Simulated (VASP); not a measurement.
# MgGeSb2 (P-4m2) in VASP: notebook

Runs on MgGeSb2. Level: PBE. Tasks: single point.

All numbers are computed with VASP 6.6.1; they aren't measurements. Logs are shortened: lines on timing, memory, paths and dates and some standing lists are left out, and cuts for length are marked.

### 1 The cell of the first run

The structure is tetragonal, space group P-4m2 (No. 115). Conventional cell: a = 4.375 Å, b = 4.375 Å, c = 6.378 Å, α = 90.00°, β = 90.00°, γ = 90.00°. Mg (site symmetry -4m2) has 4 Sb at 2.74 Å within 3.6 Å. Sb (site symmetry 2mm) has 2 Ge at 2.67 Å and 2 Mg at 2.74 Å within 3.5 Å. Ge (site symmetry -4m2) has 4 Sb at 2.67 Å within 3.5 Å.

### 2 Single point, PBE (30.52 Å³/atom)

INCAR reads:

```
PREC = Accurate
ENCUT = 520
EDIFF = 1E-7
ISMEAR = -1
SIGMA = 0.02
LREAL = F
LASPH = T
NELM = 100
ALGO = Normal
ISIF = 2
LWAVE = F
LCHARG = F
GGA = PE
NBANDS = 21
```

KPOINTS reads:

```
Automatic mesh
0
Gamma
  6 6 4
```

POSCAR reads:

```
MgGeSb2
1.0
    4.3748509995      0.0000000000      0.0000000000
    0.0000000000      4.3748509995      0.0000000000
    0.0000000000      0.0000000000      6.3780977090
Mg Sb Ge
1 2 1
Direct
    0.0000000000      0.0000000000      0.0000000000
    0.0000000000      0.5000000000      0.2589925260
    0.5000000000      0.0000000000      0.7410074740
    0.5000000000      0.5000000000      0.5000000000
```

Potentials or basis: VASP PAW PBE potentials, release 64 (Mg, Sb, Ge_d).

The run is started by

```sh
> cat potpaw_PBE.64/Mg/POTCAR potpaw_PBE.64/Sb/POTCAR potpaw_PBE.64/Ge_d/POTCAR > POTCAR
> mpirun -np 1 vasp_std > vasp.out
```

OUTCAR:

```text
PREC = Accurate
   ENCUT = 520
   EDIFF = 1E-7
   ISMEAR = -1
   LREAL = F
   LASPH = T
   NELM = 100
   ISIF = 2
   GGA = PE

 ion  position               nearest neighbor table
   1  0.000  0.000  0.000-   2 2.74   3 2.74   2 2.74   3 2.74
   2  0.000  0.500  0.259-   4 2.67   4 2.67   1 2.74   1 2.74
   3  0.500  0.000  0.741-   4 2.67   4 2.67   1 2.74   1 2.74
   4  0.500  0.500  0.500-   2 2.67   3 2.67   3 2.67   2 2.67

  LATTYP: Found a simple tetragonal cell.
 ALAT       =     4.3748509995
 C/A-ratio  =     1.4579005570

  Lattice vectors:

 A1 = (   4.3748509995,   0.0000000000,   0.0000000000)
 A2 = (   0.0000000000,   4.3748509995,   0.0000000000)
 A3 = (   0.0000000000,   0.0000000000,   6.3780977090)

Analysis of symmetry for initial positions (statically):
=====================================================================
 Subroutine PRICEL returns:
 Original cell was already a primitive cell.

 Routine SETGRP: Setting up the symmetry group for a
 simple tetragonal supercell.

 Subroutine GETGRP returns: Found  8 space group operations
 (whereof  8 operations were pure point group operations)
 out of a pool of 16 trial point group operations.

The static configuration has the point symmetry D_2d.

Analysis of symmetry for dynamics (positions and initial velocities):
=====================================================================
 Subroutine PRICEL returns:
 Original cell was already a primitive cell.

 Routine SETGRP: Setting up the symmetry group for a
 simple tetragonal supercell.

 Subroutine GETGRP returns: Found  8 space group operations
 (whereof  8 operations were pure point group operations)
 out of a pool of 16 trial point group operations.

The dynamic configuration has the point symmetry D_2d.

 Subroutine INISYM returns: Found  8 space group operations
 (whereof  8 operations are pure point group operations),
 and found     1 'primitive' translations

----------------------------------------------------------------------------------------

                                     Primitive cell

  volume of cell :     122.0725

  direct lattice vectors                    reciprocal lattice vectors
[... 87 lines left out ...]
   LSORBIT =      F    spin-orbit coupling
   LASPH  =      T    aspherical Exc in radial PAW
   ENCUT  =  520.0 eV  38.22 Ry    6.18 a.u.   8.13  8.13 11.86*2*pi/ulx,y,z
   NELM   =    100;   NELMIN=  2; NELMDL= -5     # of ELM steps
   EDIFF  = 0.1E-06   stopping-criterion for ELM
   LREAL  =      F    real-space projection
   EDIFFG = 0.1E-05   stopping-criterion for IOM
   NSW    =      0    number of steps for IOM
   IBRION =     -1    ionic relax: 0-MD 1-quasi-New 2-CG
   NFREE  =      0    steps in history (QN), initial steepest desc. (CG)
   ISIF   =      2    stress and relaxation
   ISYM   =      2    0-nonsym 1-usesym 2-fastsym
   POTIM  = 0.5000    time-step for ionic-motion
   TEBEG  =    0.0;   TEEND  =   0.0 temperature during run
   PSTRESS=    0.0 pullay stress
   NELECT =      26.0000    total number of electrons
   NUPDOWN=      -1.0000    fix difference up-down
   EMIN   =  10.00;   EMAX   =-10.00  energy-range for DOS
   EFERMI =   0.00;   METHOD = LEGACY
   ISMEAR =    -1;   SIGMA  =   0.02  broadening in eV -4-tet -1-fermi 0-gaus
   EFERMI_NEDOS =   21; number of points for ismear=-14 and -15
   IALGO  =     38    algorithm
   IMIX   =      4    mixing-type and parameters
     AMIX     =   0.40;   BMIX     =  1.00
     AMIX_MAG =   1.60;   BMIX_MAG =  1.00
  volume/ion in A,a.u.               =      30.52       205.95
  Fermi-wavevector in a.u.,A,eV,Ry     =   0.977672  1.847533 13.005039  0.955843
  Thomas-Fermi vector in A             =   2.108388
   LORBIT       =      0    0 simple, 1 ext, 2 COOP (PROOUT), +10 PAW based schemes
   GGA     = PE    functional components
   LHFCALC =     F    Hartree Fock is set to
   AEXX    =    0.0000 exact exchange contribution
   IVDW    =     0    specifies the selected vdW correction
   LEPSILON=     F    determine dielectric tensor
   LRPA    =     F    only Hartree local field effects (RPA)
 non-spin polarized calculation
  energy-cutoff  :      520.00
  volume of cell :      122.07
 maximum number of plane-waves:      3308
 NGX is ok and might be reduce to    36
   NGX = 17   NGY = 17   NGZ = 23

 number of electron      26.0000009 magnetization

 Free energy of the ion-electron system (eV)
  ---------------------------------------------------
  ext. energy  EPLUGINS =         0.00000000
  ---------------------------------------------------
  free energy    TOTEN  =       -14.32916266 eV

  energy without entropy =      -14.32807909  energy(sigma->0) =      -14.32862088

 E-fermi :   4.1913     XC(G=0):  -8.5790

 val. band max:        4.1797007536   @ k =   0.1667   0.0000   0.0000
 cond. band min:       4.2195259614   @ k =   0.0000   0.0000   0.0000
 fundamental gap:      0.0398252078
 Fermi energy:         4.1913300980

 k-point     1 :       0.0000    0.0000    0.0000
  band No.  band energies     occupation
      1     -20.8595      2.00000
      2     -20.8595      2.00000
      3     -20.8572      2.00000
      4     -20.8500      2.00000
      5     -20.8363      2.00000
      6      -7.3782      2.00000
[... 565 lines left out ...]
     20      10.4618      0.00000
     21      10.5814      0.00000

 [... further k-points ...]

------------------------ aborting loop because EDIFF is reached ----------------------------------------

  FORCE on cell =-STRESS in cart. coord.  units (eV):
  Direction    XX          YY          ZZ          XY          YZ          ZX
  --------------------------------------------------------------------------------------
  -------------------------------------------------------------------------------------
  Total        2.0810193      2.0810193      2.2984259      0.0000000      0.0000000      0.0000000
  in kB       27.3129736     27.3129736     30.1663932      0.0000000      0.0000000      0.0000000
  external PRESSURE =      28.2641135 kB  Pullay stress =       0.0000000 kB

 VOLUME and BASIS-vectors are now :
 -----------------------------------------------------------------------------
  energy-cutoff  :      520.00
  volume of cell :      122.07
      direct lattice vectors                 reciprocal lattice vectors
     4.374850999  0.000000000  0.000000000     0.228579213  0.000000000  0.000000000
     0.000000000  4.374850999  0.000000000     0.000000000  0.228579213  0.000000000
     0.000000000  0.000000000  6.378097709     0.000000000  0.000000000  0.156786560

 POSITION                                       TOTAL-FORCE (eV/Angst)
 -----------------------------------------------------------------------------------
      0.00000      0.00000      0.00000         0.000000     -0.000000      0.000000
      0.00000      2.18743      1.65188         0.000000     -0.000000     -0.082520
      2.18743      0.00000      4.72622         0.000000     -0.000000      0.082520
      2.18743      2.18743      3.18905        -0.000000      0.000000      0.000000
 -----------------------------------------------------------------------------------
    total drift:                                0.000000      0.000000      0.000000

  FREE ENERGIE OF THE ION-ELECTRON SYSTEM (eV)
  ---------------------------------------------------
  free  energy   TOTEN  =       -14.3291626588 eV

  energy  without entropy=      -14.3280790934  energy(sigma->0) =      -14.32862088
```

OSZICAR:

```text
N       E                     dE             d eps       ncg     rms          rms(c)
DAV:   1     0.171819590083E+03    0.17182E+03   -0.11504E+04  1445   0.162E+03
DAV:   2     0.892075864201E+01   -0.16290E+03   -0.15730E+03  1399   0.436E+02
DAV:   3    -0.136101488955E+02   -0.22531E+02   -0.22371E+02  1520   0.108E+02
DAV:   4    -0.144750171649E+02   -0.86487E+00   -0.86440E+00  1511   0.235E+01
DAV:   5    -0.144960719651E+02   -0.21055E-01   -0.21054E-01  1526   0.414E+00    0.429E+00
DAV:   6    -0.143683972665E+02    0.12767E+00   -0.12527E-01  1493   0.232E+00    0.263E+00
DAV:   7    -0.143272365563E+02    0.41161E-01   -0.16886E-01  1425   0.185E+00    0.471E-01
DAV:   8    -0.143284983138E+02   -0.12618E-02   -0.11137E-02  1455   0.869E-01    0.190E-01
DAV:   9    -0.143290219214E+02   -0.52361E-03   -0.17167E-03  1418   0.266E-01    0.412E-02
DAV:  10    -0.143291050809E+02   -0.83160E-04   -0.11502E-04  1507   0.699E-02    0.242E-02
DAV:  11    -0.143291565594E+02   -0.51478E-04   -0.62480E-05  1405   0.482E-02    0.662E-03
DAV:  12    -0.143291620886E+02   -0.55293E-05   -0.94278E-06  1636   0.304E-02    0.612E-03
DAV:  13    -0.143291626122E+02   -0.52358E-06   -0.26549E-06  1390   0.107E-02    0.795E-04
DAV:  14    -0.143291626588E+02   -0.46603E-07   -0.12310E-07  1320   0.249E-03
   1 F= -.14329163E+02 E0= -.14328621E+02  d E =-.108357E-02
```

stdout:

```text
POSCAR found type information on POSCAR MgSbGe
 POSCAR found :  3 types and       4 ions
 scaLAPACK will be used
 LDA part: xc-table for (Slater+PW92), standard interpolation
 POSCAR, INCAR and KPOINTS ok, starting setup
 FFT: planning ... GRIDC
 FFT: planning ... GRID_SOFT
 FFT: planning ... GRID
 WAVECAR not read
 entering main loop
```

Wall time 29 s (1 thread of Intel Xeon 6975P-C (Granite Rapids), shared host); peak memory 0.28 GiB.

What came out:

* Free energy: -14.3292 eV
* Pressure: 2.8 GPa
* Largest force: 0.083 eV/Å
* Band gap on the k mesh: zero (bands 13 and 14 overlap by 0.29 eV)

Forces on the atoms (eV/Å):
```
Mg   0.000  0.000  0.000
Sb   0.000  0.000 -0.083
Sb   0.000  0.000  0.083
Ge   0.000  0.000  0.000
```

Caveat: spin-orbit coupling is left out, which moves the levels of the heavy elements.

### 3 Single point, PBE

This run uses another cell than the first one, of 31.47 Å³/atom.

INCAR reads:

```
SYSTEM = MgGeSb2
PREC     = Accurate       ! precision mode
ENCUT    = 520            ! plane-wave cutoff, eV
EDIFF    = 1E-6           ! SCF threshold, eV
ISMEAR   = -1             ! smearing method
SIGMA    = 0.02           ! smearing width, eV
LREAL    = .FALSE.        ! projectors in reciprocal space
LASPH    = .TRUE.         ! aspherical terms in the spheres
NELM     = 60             ! most SCF steps
ALGO     = Normal         ! electronic algorithm
ISIF     = 2              ! what is computed and relaxed
LWAVE    = .FALSE.        ! write WAVECAR
LCHARG   = .FALSE.        ! write CHGCAR
GGA      = PE             ! functional
NBANDS   = 21             ! bands
```

KPOINTS reads:

```
Automatic mesh
0
G
  6 6 4
  0 0 0
```

POSCAR reads:

```
MgGeSb2
1.0
    4.4024110455      0.0000000000      0.0000000000
    0.0000000000      4.4024110455      0.0000000000
    0.0000000000      0.0000000000      6.4951829085
Mg Sb Ge
1 2 1
Direct
    0.0000000000      0.0000000000      0.0000000000
    0.0000000000      0.5000000000      0.2607511146
    0.5000000000      0.0000000000      0.7392488854
    0.5000000000      0.5000000000      0.5000000000
```

Potentials or basis: VASP PAW PBE potentials, release 64 (Mg, Sb, Ge_d).

The run is started by

```sh
> cat potpaw_PBE.64/Mg/POTCAR potpaw_PBE.64/Sb/POTCAR potpaw_PBE.64/Ge_d/POTCAR > POTCAR
> mpirun -np 1 vasp_std > vasp.out
```

OUTCAR:

```text
SYSTEM = MgGeSb2
   PREC = Accurate
   ENCUT = 520
   EDIFF = 1E-6
   ISMEAR = -1
   LREAL = .FALSE.
   LASPH = .TRUE.
   NELM = 60
   ISIF = 2
   GGA = PE

 ion  position               nearest neighbor table
   1  0.000  0.000  0.000-   2 2.78   3 2.78   2 2.78   3 2.78
   2  0.000  0.500  0.261-   4 2.69   4 2.69   1 2.78   1 2.78
   3  0.500  0.000  0.739-   4 2.69   4 2.69   1 2.78   1 2.78
   4  0.500  0.500  0.500-   2 2.69   3 2.69   3 2.69   2 2.69

  LATTYP: Found a simple tetragonal cell.
 ALAT       =     4.4024110455
 C/A-ratio  =     1.4753694831

  Lattice vectors:
[... 772 lines left out ...]
  --------------------------------------------------------------------------------------
  -------------------------------------------------------------------------------------
  Total        1.0842403      1.0842403      1.0153564      0.0000000      0.0000000      0.0000000
  in kB       13.7995064     13.7995064     12.9227966      0.0000000      0.0000000      0.0000000
  external PRESSURE =      13.5072698 kB  Pullay stress =       0.0000000 kB

 VOLUME and BASIS-vectors are now :
 -----------------------------------------------------------------------------
  energy-cutoff  :      520.00
  volume of cell :      125.88
      direct lattice vectors                 reciprocal lattice vectors
     4.402411046  0.000000000  0.000000000     0.227148258  0.000000000  0.000000000
     0.000000000  4.402411046  0.000000000     0.000000000  0.227148258  0.000000000
     0.000000000  0.000000000  6.495182909     0.000000000  0.000000000  0.153960252

 POSITION                                       TOTAL-FORCE (eV/Angst)
 -----------------------------------------------------------------------------------
      0.00000      0.00000      0.00000        -0.000000      0.000000      0.000000
      0.00000      2.20121      1.69363        -0.000000      0.000000     -0.117854
      2.20121      0.00000      4.80156        -0.000000     -0.000000      0.117854
      2.20121      2.20121      3.24759         0.000000      0.000000      0.000000
 -----------------------------------------------------------------------------------
    total drift:                                0.000000      0.000000      0.000000

  FREE ENERGIE OF THE ION-ELECTRON SYSTEM (eV)
  ---------------------------------------------------
  free  energy   TOTEN  =       -14.3769439117 eV

  energy  without entropy=      -14.3754132260  energy(sigma->0) =      -14.37617857
```

OSZICAR:

```text
N       E                     dE             d eps       ncg     rms          rms(c)
DAV:   1     0.173207834516E+03    0.17321E+03   -0.11427E+04  1390   0.157E+03
DAV:   2     0.885442773312E+01   -0.16435E+03   -0.15848E+03  1413   0.418E+02
DAV:   3    -0.136566381647E+02   -0.22511E+02   -0.22304E+02  1499   0.107E+02
DAV:   4    -0.145204997772E+02   -0.86386E+00   -0.86330E+00  1524   0.237E+01
DAV:   5    -0.145417280397E+02   -0.21228E-01   -0.21228E-01  1502   0.410E+00    0.416E+00
DAV:   6    -0.144147176518E+02    0.12701E+00   -0.12788E-01  1518   0.231E+00    0.255E+00
DAV:   7    -0.143750765262E+02    0.39641E-01   -0.16703E-01  1405   0.183E+00    0.459E-01
DAV:   8    -0.143762489773E+02   -0.11725E-02   -0.11780E-02  1435   0.893E-01    0.184E-01
DAV:   9    -0.143768052762E+02   -0.55630E-03   -0.17629E-03  1487   0.326E-01    0.445E-02
DAV:  10    -0.143768750923E+02   -0.69816E-04   -0.17373E-04  1481   0.107E-01    0.288E-02
DAV:  11    -0.143769362509E+02   -0.61159E-04   -0.87715E-05  1380   0.645E-02    0.109E-02
DAV:  12    -0.143769419844E+02   -0.57335E-05   -0.20701E-05  1650   0.490E-02    0.659E-03
DAV:  13    -0.143769437809E+02   -0.17965E-05   -0.57392E-06  1375   0.139E-02    0.933E-04
DAV:  14    -0.143769439117E+02   -0.13077E-06   -0.21229E-07   925   0.291E-03
   1 F= -.14376944E+02 E0= -.14376179E+02  d E =-.153069E-02
```

stdout:

```text
POSCAR found type information on POSCAR MgSbGe
 POSCAR found :  3 types and       4 ions
 scaLAPACK will be used
 LDA part: xc-table for (Slater+PW92), standard interpolation
 POSCAR, INCAR and KPOINTS ok, starting setup
 FFT: planning ... GRIDC
 FFT: planning ... GRID_SOFT
 FFT: planning ... GRID
 WAVECAR not read
 entering main loop
```

Run time: 30 s. Hardware: 1 thread of Intel Xeon 6975P-C (Granite Rapids), shared host; peak memory 0.29 GiB.

Results:

- Free energy: -14.3769 eV
- Pressure: 1.4 GPa
- Largest force: 0.118 eV/Å
- Band gap on the k mesh: zero (bands 13 and 14 overlap by 0.25 eV)

Forces in eV/Å, atoms in the order of the input:
```
Mg   0.000  0.000  0.000
Sb   0.000  0.000 -0.118
Sb   0.000  0.000  0.118
Ge   0.000  0.000  0.000
```

Stress tensor (GPa, compression positive):
```
1.38 0.00 0.00
0.00 1.38 0.00
0.00 0.00 1.29
```

Levels at points of the mesh, in eV from the Fermi level:
```csv
k point,band 10,band 11,band 12,band 13,band 14,band 15,band 16,band 17
"(0.00, 0.00, 0.00)",-2.64,-0.80,-0.50,0.03,0.03,0.76,2.73,2.79
"(0.50, 0.00, 0.00)",-3.09,-3.04,-2.07,-0.26,0.64,3.33,3.37,3.57
"(0.50, 0.50, 0.00)",-3.37,-2.55,-2.55,-1.49,0.18,1.22,1.22,2.41
"(0.00, 0.00, 0.50)",-2.45,-2.45,-0.63,-0.63,0.54,0.76,3.21,3.85
"(0.50, 0.00, 0.50)",-2.03,-1.79,-0.99,-0.58,-0.22,2.20,2.86,2.88
"(0.50, 0.50, 0.50)",-3.13,-2.90,-2.90,-2.47,2.20,3.45,3.51,3.51
```

Caveat: spin-orbit coupling is left out, which moves the levels of the heavy elements.
